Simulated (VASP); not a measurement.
Crystal: Mg.

```
Mg
1.0
     3.64497    2.10442    6.21613
    -3.64497    2.10442    6.21613
     0.00000   -4.20884    6.21613
Mg
12
Direct
  0.01019 0.65361 0.01019
  0.01019 0.01019 0.65361
  0.65361 0.01019 0.01019
  0.98981 0.34639 0.98981
  0.34639 0.98981 0.98981
  0.98981 0.98981 0.34639
  0.22118 0.63060 0.22118
  0.22118 0.22118 0.63060
  0.63060 0.22118 0.22118
  0.77882 0.36940 0.77882
  0.36940 0.77882 0.77882
  0.77882 0.77882 0.36940
```

```yaml
Program: VASP 6.6.1
Task: relaxation of cell and atoms
Functional: PBE
Potentials_or_basis: VASP PAW PBE potentials, release 64 (Mg)
Cutoff: 600 eV
k_mesh: 3 × 3 × 3
Occupations: gaussian, width 0.1 eV
Spin: no spin polarisation
```

At the start: pressure 15.6 GPa; volume 23.84 Å³/atom.

Task: How do energy, volume and symmetry change on relaxing?

Result: Over 26 steps the energy falls by 599.6 meV/atom and the volume is 31.49 Å³/atom (+32.1 %); space group R-3m (No. 166, to 0.1 Å) before and after.

The path:
| step | energy change (eV) | largest force (eV/Å) | pressure (GPa) | volume (Å³) |
| --- | --- | --- | --- | --- |
| 1 | 0.0000 | 2.4139 | 15.57 | 286.09 |
| 2 | -5.7198 | 0.5524 | 1.37 | 392.99 |
| 3 | -5.8511 | 0.5653 | 0.44 | 410.35 |
| 4 | -5.7989 | 0.5749 | -0.94 | 446.56 |
| 5 | -5.8761 | 0.5735 | -0.18 | 424.36 |
| 6 | -5.8761 | 0.5725 | -0.05 | 421.24 |
| 7 | -6.0190 | 0.4101 | -0.12 | 421.51 |
| 8 | -6.1548 | 0.4002 | -0.16 | 421.67 |
| 9 | -6.1594 | 0.4318 | -0.15 | 421.64 |
| 10 | -6.2440 | 0.3670 | -0.15 | 418.73 |
| 11 | -6.4124 | 0.3008 | -0.09 | 409.89 |
| 12 | -6.4432 | 0.5352 | 0.42 | 391.83 |
| 13 | -6.5455 | 0.4738 | 0.05 | 394.57 |
| 14 | -6.6801 | 0.2630 | -0.67 | 400.99 |
| 15 | -6.8420 | 0.2253 | -0.31 | 388.26 |
| 16 | -6.9604 | 0.3421 | 0.58 | 367.00 |
| 17 | -7.0576 | 0.2249 | 0.31 | 369.81 |
| 18 | -7.0649 | 0.3113 | 0.23 | 370.82 |
| 19 | -7.1354 | 0.1709 | -0.18 | 378.31 |
| 20 | -7.1457 | 0.1087 | -0.38 | 382.61 |
| 21 | -7.1798 | 0.0674 | 0.10 | 374.75 |
| 22 | -7.1799 | 0.0630 | 0.08 | 375.04 |
| 23 | -7.1845 | 0.0597 | 0.01 | 376.59 |
| 24 | -7.1876 | 0.0563 | -0.12 | 379.27 |
| 25 | -7.1903 | 0.0445 | -0.10 | 378.93 |
| 26 | -7.1952 | 0.0281 | -0.05 | 377.89 |

Final structure:
```yaml
crystal:
  lattice:
    - [3.75819, 2.16979, 7.72357]
    - [-3.75819, 2.16979, 7.72357]
    - [0.00000, -4.33959, 7.72357]
  atoms:
    - { symbol: Mg, position: [0.09143, 0.50553, 0.09143] }
    - { symbol: Mg, position: [0.09143, 0.09143, 0.50553] }
    - { symbol: Mg, position: [0.50553, 0.09143, 0.09143] }
    - { symbol: Mg, position: [0.90857, 0.49447, 0.90857] }
    - { symbol: Mg, position: [0.49447, 0.90857, 0.90857] }
    - { symbol: Mg, position: [0.90857, 0.90857, 0.49447] }
    - { symbol: Mg, position: [0.23254, 0.63159, 0.23254] }
    - { symbol: Mg, position: [0.23254, 0.23254, 0.63159] }
    - { symbol: Mg, position: [0.63159, 0.23254, 0.23254] }
    - { symbol: Mg, position: [0.76746, 0.36841, 0.76746] }
    - { symbol: Mg, position: [0.36841, 0.76746, 0.76746] }
    - { symbol: Mg, position: [0.76746, 0.76746, 0.36841] }
```

Caveat: the volume moved by over 15 % at a fixed basis, so the end points are rough.
